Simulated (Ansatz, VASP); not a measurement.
**One calculation of Hf, two programs**

```xyz
2
Lattice="3.1967 0.0000 0.0000 -1.5983 2.7684 0.0000 0.0000 0.0000 5.0578" Properties=species:S:1:pos:R:3 pbc="T T T"
Hf    0.0000    1.8456    1.2645
Hf    1.5984    0.9228    3.7934
```

Alike in both runs: task relaxation of cell and atoms; functional LDA; k mesh 15 × 15 × 8; occupations gaussian, width 0.1 eV; no spin polarisation.

|  | VASP | Ansatz |
| --- | --- | --- |
| version | VASP 6.6.1 | Ansatz 0.2.0 |
| potentials or method | VASP PAW LDA potentials, release 64 (Hf_pv), cutoff 600 eV | scalar-relativistic, plane waves, PAW |
| valence electrons in the cell | 20 | 52 |

```tsv
	VASP	Ansatz	Ansatz less VASP
gap on the k mesh at the Fermi level, each at its own relaxed structure (eV)	none	none	-
relaxed volume (Å³/atom)	20.85	20.83	-0.019
relaxed cell length with the largest relative difference (Å)	3.122	3.121	-0.0015
```

LDA's correlation is that of Perdew and Zunger in VASP and of Perdew and Wang (1992) in Ansatz. A gap of «none» marks a metal or a gap that the smearing closes. VASP's potentials hold 20 valence electrons a cell and Ansatz's 52, so a difference there can come from the potentials and not from the codes.

Neither program's run includes spin-orbit coupling.
